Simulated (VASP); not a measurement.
# ZnS (R3m) in VASP: notebook, part 2 of 2

VASP 6.6.1. The steps go on from the part before.

## 4. Single point, r2SCAN

The input, POSCAR:

```
ZnS
1.0
    0.0000000000      2.6945131942      2.6945131942
    2.6945131942      0.0000000000      2.6945131942
    2.6945131942      2.6945131942      0.0000000000
Zn S
1 1
Direct
    0.0000000000      0.0000000000      0.0000000000
    0.8303508223      0.7232163926      0.7232163926
```

The input, INCAR.step1:

```
SYSTEM = ZnS
  PREC = Accurate
  ENCUT = 520
  ISMEAR = 0
  SIGMA = 0.05
  LREAL = .FALSE.
  LASPH = .TRUE.
  NELM = 80
  NBANDS = 16
  GGA = PE
  ALGO = Normal
  EDIFF = 1E-4
  LWAVE = .TRUE.
  LCHARG = .FALSE.
```

The input, INCAR.step2:

```
SYSTEM = ZnS
  PREC = Accurate
  ENCUT = 520
  EDIFF = 1E-6
  ISMEAR = 0
  SIGMA = 0.05
  LREAL = .FALSE.
  LASPH = .TRUE.
  NELM = 80
  ALGO = Normal
  ISIF = 2
  LWAVE = .FALSE.
  LCHARG = .FALSE.
  METAGGA = R2SCAN
  LMIXTAU = .TRUE.
  NBANDS = 16
  ISTART = 1
```

The input, KPOINTS:

```
regular mesh
0
G
  8 8 8
  0 0 0
```

Potentials or basis: VASP PAW PBE potentials, release 64 (Zn, S).

On the command line:

```sh
$ cat potpaw_PBE.64/Zn/POTCAR potpaw_PBE.64/S/POTCAR > POTCAR
$ cp INCAR.step1 INCAR
$ mpirun -np 1 vasp_std > vasp.out
$ cp INCAR.step2 INCAR
$ mpirun -np 1 vasp_std > vasp.out
```

OUTCAR:

```text
SYSTEM = ZnS
   PREC = Accurate
   ENCUT = 520
   EDIFF = 1E-6
   ISMEAR = 0
   LREAL = .FALSE.
   LASPH = .TRUE.
   NELM = 80
   ISIF = 2
   METAGGA = R2SCAN
   ISTART = 1

 ion  position               nearest neighbor table
   1  0.000  0.000  0.000-   2 2.26   2 2.26   2 2.26   2 2.58
   2  0.830  0.723  0.723-   1 2.26   1 2.26   1 2.26   1 2.58

  LATTYP: Found a face centered cubic cell.
 ALAT       =     5.3890263884

  Lattice vectors:

[... 641 lines left out ...]
 [... further k-points ...]

------------------------ aborting loop because EDIFF is reached ----------------------------------------

  FORCE on cell =-STRESS in cart. coord.  units (eV):
  Direction    XX          YY          ZZ          XY          YZ          ZX
  --------------------------------------------------------------------------------------
  -------------------------------------------------------------------------------------
  Total        0.3738313      0.3738313      0.3738313      0.4816670     -0.4816670      0.4816670
  in kB       15.3078877     15.3078877     15.3078877     19.7236146    -19.7236146     19.7236146
  external PRESSURE =      15.3078877 kB  Pullay stress =       0.0000000 kB

 VOLUME and BASIS-vectors are now :
 -----------------------------------------------------------------------------
  energy-cutoff  :      520.00
  volume of cell :       39.13
      direct lattice vectors                 reciprocal lattice vectors
     0.000000000  2.694513194  2.694513194    -0.185562276  0.185562276  0.185562276
     2.694513194  0.000000000  2.694513194     0.185562276 -0.185562276  0.185562276
     2.694513194  2.694513194  0.000000000     0.185562276  0.185562276 -0.185562276

 POSITION                                       TOTAL-FORCE (eV/Angst)
 -----------------------------------------------------------------------------------
      0.00000      0.00000      0.00000        -0.463272      0.463272      0.463272
      3.89743      4.18611      4.18611         0.463272     -0.463272     -0.463272
 -----------------------------------------------------------------------------------
    total drift:                                0.002345     -0.002506     -0.002506

  FREE ENERGIE OF THE ION-ELECTRON SYSTEM (eV)
  ---------------------------------------------------
  free  energy   TOTEN  =       -18.7408251295 eV

  energy  without entropy=      -18.7408251295  energy(sigma->0) =      -18.74082513
```

It took 93 s on 1 thread of Intel Xeon Platinum 8375C at 2.90GHz (Ice Lake), shared host; peak memory 0.18 GiB.

What came out:

```yaml
Free_energy: -18.7408 eV
Pressure: 1.5 GPa
Largest_force: 0.802 eV/Å
Band_gap_on_the_k_mesh: 2.66 eV, direct
```

Forces in eV/Å, atoms in the order of the input:
```
Zn  -0.463  0.463  0.463
S    0.463 -0.463 -0.463
```

Caveat: the cell differs from its parent crystal (all S atoms moved -0.250 Å, as atom 2 towards its neighbour atom 1 (Zn) at 2.334 Å); the PAW data sets were made with another functional, which shifts forces and pressure a little.

## 5. Single point, r2SCAN

Edit POSCAR of step 4 so:

```diff
@@ -9,2 +9,2 @@
     0.0000000000      0.0000000000      0.0000000000
-    0.8303508223      0.7232163926      0.7232163926
+    0.5892983553      0.8035672149      0.8035672149
```

The input, INCAR.step1:

```
PREC     = Accurate       # precision mode
ENCUT    = 520            # plane-wave cutoff, eV
ISMEAR   = 0              # smearing method
SIGMA    = 0.05           # smearing width, eV
LREAL    = F              # projectors in reciprocal space
LASPH    = T              # aspherical terms in the spheres
NELM     = 60             # most SCF steps
NBANDS   = 16             # bands
GGA      = PE             # functional
ALGO     = Normal         # electronic algorithm
EDIFF    = 1E-4           # SCF threshold, eV
LWAVE    = T              # write WAVECAR
LCHARG   = F              # write CHGCAR
```

The input, INCAR.step2:

```
PREC     = Accurate       # precision mode
ENCUT    = 520            # plane-wave cutoff, eV
EDIFF    = 1E-6           # SCF threshold, eV
ISMEAR   = 0              # smearing method
SIGMA    = 0.05           # smearing width, eV
LREAL    = F              # projectors in reciprocal space
LASPH    = T              # aspherical terms in the spheres
NELM     = 60             # most SCF steps
ALGO     = Normal         # electronic algorithm
ISIF     = 2              # what is computed and relaxed
LWAVE    = F              # write WAVECAR
LCHARG   = F              # write CHGCAR
METAGGA  = R2SCAN         # meta-GGA
LMIXTAU  = T            
NBANDS   = 16             # bands
ISTART   = 1
```

The input, KPOINTS:

```
Automatic mesh
0
Gamma
  8 8 8
```

Potentials or basis: VASP PAW PBE potentials, release 64 (Zn, S).

On the command line:

```sh
$ cat potpaw_PBE.64/Zn/POTCAR potpaw_PBE.64/S/POTCAR > POTCAR
$ cp INCAR.step1 INCAR
$ mpirun -np 1 vasp_std > vasp.out
$ cp INCAR.step2 INCAR
$ mpirun -np 1 vasp_std > vasp.out
```

OUTCAR:

```text
PREC = Accurate
   ENCUT = 520
   EDIFF = 1E-6
   ISMEAR = 0
   LREAL = F
   LASPH = T
   NELM = 60
   ISIF = 2
   METAGGA = R2SCAN
   ISTART = 1

 ion  position               nearest neighbor table
   1  0.000  0.000  0.000-   2 1.83   2 2.54   2 2.54   2 2.54
   2  0.589  0.804  0.804-   1 1.83   1 2.54   1 2.54   1 2.54

  LATTYP: Found a face centered cubic cell.
 ALAT       =     5.3890263884

  Lattice vectors:

 A1 = (   0.0000000000,   2.6945131942,   2.6945131942)
 A2 = (   2.6945131942,   0.0000000000,   2.6945131942)
 A3 = (   2.6945131942,   2.6945131942,   0.0000000000)

Analysis of symmetry for initial positions (statically):
=====================================================================
 Subroutine PRICEL returns:
 Original cell was already a primitive cell.

 Routine SETGRP: Setting up the symmetry group for a
 face centered cubic supercell.

 Subroutine GETGRP returns: Found  6 space group operations
 (whereof  6 operations were pure point group operations)
 out of a pool of 48 trial point group operations.

The static configuration has the point symmetry C_3v.

[... 158 lines left out ...]
  energy without entropy =      -17.16317325  energy(sigma->0) =      -17.16317325

 E-fermi :   2.3695     XC(G=0): -10.2820

 val. band max:        2.1220543458   @ k =   0.0000   0.0000   0.0000
 cond. band min:       4.6725053378   @ k =   0.0000   0.0000   0.0000
 fundamental gap:      2.5504509920
 Fermi energy:         2.3694537724

 k-point     1 :       0.0000    0.0000    0.0000
  band No.  band energies     occupation
      1     -12.2608      2.00000
      2      -5.7254      2.00000
      3      -5.2858      2.00000
      4      -5.2856      2.00000
      5      -4.6883      2.00000
      6      -4.6883      2.00000
[... 433 lines left out ...]
      3      -5.3181      2.00000
      4      -5.1946      2.00000
      5      -4.6689      2.00000
      6      -4.6084      2.00000
[... 8 lines left out ...]
     15      15.2743      0.00000
     16      15.8932      0.00000

 [... further k-points ...]

------------------------ aborting loop because EDIFF is reached ----------------------------------------

  FORCE on cell =-STRESS in cart. coord.  units (eV):
  Direction    XX          YY          ZZ          XY          YZ          ZX
  --------------------------------------------------------------------------------------
  -------------------------------------------------------------------------------------
  Total        4.3167969      4.3167969      4.3167969     -5.3063811      5.3063811     -5.3063811
  in kB      176.7670294    176.7670294    176.7670294   -217.2891677    217.2891677   -217.2891677
  external PRESSURE =     176.7670294 kB  Pullay stress =       0.0000000 kB

 VOLUME and BASIS-vectors are now :
 -----------------------------------------------------------------------------
  energy-cutoff  :      520.00
  volume of cell :       39.13
      direct lattice vectors                 reciprocal lattice vectors
     0.000000000  2.694513194  2.694513194    -0.185562276  0.185562276  0.185562276
     2.694513194  0.000000000  2.694513194     0.185562276 -0.185562276  0.185562276
     2.694513194  2.694513194  0.000000000     0.185562276  0.185562276 -0.185562276

 POSITION                                       TOTAL-FORCE (eV/Angst)
 -----------------------------------------------------------------------------------
      0.00000      0.00000      0.00000         5.705622     -5.705622     -5.705622
      4.33044      3.75309      3.75309        -5.705622      5.705622      5.705622
 -----------------------------------------------------------------------------------
    total drift:                                0.007241     -0.007208     -0.007208

  FREE ENERGIE OF THE ION-ELECTRON SYSTEM (eV)
  ---------------------------------------------------
  free  energy   TOTEN  =       -17.1631732536 eV

  energy  without entropy=      -17.1631732536  energy(sigma->0) =      -17.16317325
```

It took 1.7 min on 1 thread of Intel Xeon Platinum 8375C at 2.90GHz (Ice Lake), shared host; peak memory 0.19 GiB.

What came out:

```yaml
Free_energy: -17.1632 eV
Pressure: 17.7 GPa
Largest_force: 9.882 eV/Å
Band_gap_on_the_k_mesh: 2.55 eV, direct
```

Forces on the atoms (eV/Å):
```
Zn   5.706 -5.706 -5.706
S   -5.706  5.706  5.706
```

Stress tensor (GPa, compression positive):
```
 17.68 -21.73 -21.73
-21.73  17.68  21.73
-21.73  21.73  17.68
```

Levels at points of the mesh, in eV from the valence-band top:
| k point | band 7 | band 8 | band 9 | band 10 | band 11 | band 12 |
| --- | --- | --- | --- | --- | --- | --- |
| (0.00, 0.00, 0.00) | -0.98 | 0.00 | 0.00 | 2.55 | 6.55 | 6.55 |
| (0.50, 0.00, 0.00) | -6.06 | -1.37 | -1.37 | 4.48 | 7.78 | 7.78 |
| (0.00, 0.50, 0.00) | -5.10 | -1.58 | -0.30 | 3.27 | 5.77 | 8.38 |
| (0.50, 0.50, 0.00) | -4.81 | -2.51 | -2.12 | 2.83 | 4.56 | 11.05 |

Caveat: the cell differs from its parent crystal (all S atoms moved +0.500 Å, as atom 2 towards its neighbour atom 1 (Zn) at 2.334 Å); the PAW data sets were made with another functional, which shifts forces and pressure a little.
